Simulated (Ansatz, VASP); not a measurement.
Si: VASP beside Ansatz

```
Si
1.0
    -2.22058    2.33649    1.25777
     2.22058   -2.33649    1.25777
     2.22058    2.33649   -1.25777
Si
2
Direct
  0.80700 0.55700 0.25000
  0.19300 0.44300 0.75000
```

Change from the starting cell: volume scaled by 0.96, PAW files.

Alike in both runs: task electric field gradients; functional LDA; k mesh 16 × 16 × 16; occupations fermi-dirac, width 0.05 eV; no spin polarisation.

|  | VASP | Ansatz |
| --- | --- | --- |
| version | VASP 6.6.1 | Ansatz 0.2.0 |
| potentials or method | VASP PAW LDA potentials, release 64 (Si) | PAW with Ansatz's default frozen-core files, scalar-relativistic |
| plane-wave cutoff (eV) | 520 | 420 |
| valence electrons in the cell | 8 | 8 |

```tsv
	VASP	Ansatz	Ansatz less VASP
pressure (GPa)	18.2	18.1	-0.16
traceless stress, the component that is largest in VASP (GPa)	2.26	2.23	-0.026
rms of the force components (eV/Å)	0.014	0.014	+0.0006
size of Vzz on the site where it differs most (V/Å²)	27.6	26.9	-0.72
```

LDA's correlation is that of Perdew and Zunger in VASP and of Perdew and Wang (1992) in Ansatz. Atom by atom the forces differ by 0.001 eV/Å (rms over components).
